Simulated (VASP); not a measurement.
SrLi2SnS4: single point with LDA

The system is SrLi2SnS4.

```
CELL_PARAMETERS angstrom
-3.32950 3.32950 3.95900
3.32950 -3.32950 3.95900
3.32950 3.32950 -3.95900
ATOMIC_POSITIONS crystal
Li 0.25000 0.75000 0.50000
Li 0.75000 0.25000 0.50000
Sr 0.50000 0.50000 0.00000
Sn 0.00000 0.00000 0.00000
S 0.03526 0.03526 0.41320
S 0.96474 0.37794 0.00000
S 0.62206 0.62206 0.58680
S 0.37794 0.96474 0.00000
```

```json
{
 "Program": "VASP 6.6.1",
 "Task": "single point",
 "Functional": "LDA",
 "Potentials or basis": "VASP PAW LDA potentials, release 64 (Li_sv, Sr_sv, Sn_d, S)",
 "Cutoff": "520 eV",
 "k mesh": "6 × 6 × 6",
 "Occupations": "gaussian, width 0.05 eV",
 "Spin": "no spin polarisation",
 "Dipole correction": "no",
 "Further INCAR settings": "ALGO = Normal; EDIFF = 1e-07; NBANDS = 37"
}
```

```
Largest force          : 0.297 eV/Å
Band gap on the k mesh : 2.48 eV, direct
```

Forces in eV/Å, atoms in the order of the input:
```
Li   0.000  0.000  0.000
Li   0.000  0.000  0.000
Sr   0.000  0.000  0.000
Sn   0.000  0.000  0.000
S    0.154  0.154 -0.203
S    0.154 -0.154  0.203
S   -0.154 -0.154 -0.203
S   -0.154  0.154  0.203
```

Levels at points of the mesh, in eV from the valence-band top:
```csv
k point,band 25,band 26,band 27,band 28,band 29,band 30
"(0.00, 0.00, 0.00)",-0.47,-0.39,-0.39,2.50,3.71,4.49
"(0.50, 0.00, 0.00)",-0.93,-0.68,-0.50,2.90,3.61,4.62
"(0.50, 0.50, 0.00)",-1.11,-1.07,-0.52,3.03,4.16,4.41
"(0.50, 0.50, 0.50)",-0.49,-0.49,0.00,2.48,3.97,3.97
```

Run time: 6 min on 1 thread of Intel Xeon 8259CL, on a shared host, peak memory 0.38 GiB.

Caveat: spin-orbit coupling is left out, which moves the levels of the heavy elements. A k mesh can miss the band edges.
